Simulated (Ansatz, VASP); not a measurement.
**Two plane-wave programs on BP**

```xyz
2
Lattice="0.0000 2.2690 2.2690 2.2690 0.0000 2.2690 2.2690 2.2690 0.0000" Properties=species:S:1:pos:R:3 pbc="T T T"
P     3.4035    3.4035    3.4035
B     0.0000    0.0000    0.0000
```

Alike in both runs: task relaxation of cell and atoms; functional BLYP; dispersion D4; k mesh 10 × 10 × 10; occupations fermi-dirac, width 0.05 eV; no spin polarisation.

```csv
,VASP,Ansatz
version,VASP 6.6.1,Ansatz 0.2.0
potentials or method,"VASP PAW PBE potentials, release 64 (P, B)",Ansatz PAW
plane-wave cutoff (eV),600,420
valence electrons in the cell,8,8
```

VASP gave:

```
relaxed volume (Å³/atom)                                     : 11.39
relaxed cell length with the largest relative difference (Å) : 3.182
```

Task: What did Ansatz give for the same quantities?

Result: Relaxed volume (Å³/atom): 11.40; relaxed cell length with the largest relative difference (Å): 3.183.

VASP's potentials were made for PBE, not for BLYP.

Noted on Ansatz's run: the plane-wave basis is chosen anew once the cell has moved, so the energies of steps on either side of that aren't comparable.
